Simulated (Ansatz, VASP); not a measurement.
# Two plane-wave programs on AlN

```
Al N
1.0
     3.13016    0.00000    0.00000
    -1.56508    2.71080    0.00000
     0.00000    0.00000    5.01811
Al N
2 2
Direct
  0.33333 0.66667 0.99724
  0.66667 0.33333 0.49724
  0.33333 0.66667 0.37876
  0.66667 0.33333 0.87876
```

Alike in both runs: functional PBE; k mesh 12 × 12 × 7; occupations fermi-dirac, width 0.02 eV; no spin polarisation.

Ansatz relaxed the structure, and its values are those at the end. VASP's run is a single point on that final structure, the one shown.

```csv
,VASP,Ansatz
version,VASP 6.6.1,Ansatz 0.2.0
potentials or method,"VASP PAW PBE potentials, release 64 (Al, N)","PAW with Ansatz's default frozen-core files, scalar-relativistic"
plane-wave cutoff (eV),520,420
valence electrons in the cell,16,16
```

```tsv
	VASP	Ansatz	Ansatz less VASP
gap on the k mesh at the Fermi level (eV)	4.04	4.03	-0.009
pressure (GPa)	-0.2	0.0	+0.26
```
